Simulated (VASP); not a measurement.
Here is a VASP 6.6.1 calculation.

Contents of INCAR:

```
  ALGO = Normal
  EDIFF = 1E-6
  ENCUT = 520
  GGA = PE
  ISIF = 2
  ISMEAR = 0
  LASPH = True
  LCHARG = False
  LREAL = False
  LWAVE = False
  NBANDS = 28
  NELM = 80
  PREC = Accurate
  SIGMA = 0.05
```

The input KPOINTS:

```
k-points
0
Gamma
  8 8 8
```

The input POSCAR:

```
BaTiO3
1.0
    3.9922886489      0.0000000000      0.0000000000
    0.0000000000      3.9922886489      0.0000000000
    0.0000000000      0.0000000000      3.9922886489
Ba Ti O
1 1 3
Direct
    0.5000000000      0.5000000000      0.5000000000
    0.0000000000      0.0000000000      0.0000000000
    0.5000000000      0.0000000000      0.0000000000
    0.0000000000      0.5000000000      0.0000000000
    0.0000000000      0.0000000000      0.5000000000
```

Potentials or basis: VASP PAW PBE potentials, release 64 (Ba_sv, Ti_sv, O).

The run is started by

```sh
$ cat potpaw_PBE.64/Ba_sv/POTCAR potpaw_PBE.64/Ti_sv/POTCAR potpaw_PBE.64/O/POTCAR > POTCAR
$ mpirun -np 1 vasp_std > vasp.out
```

Estimate the pressure.

5.3 GPa.

Estimate the band gap on the k mesh.

1.76 eV, indirect (least direct gap 1.90 eV).

Caveat: spin-orbit coupling is left out, which moves the levels of the heavy elements. A k mesh can miss the band edges.
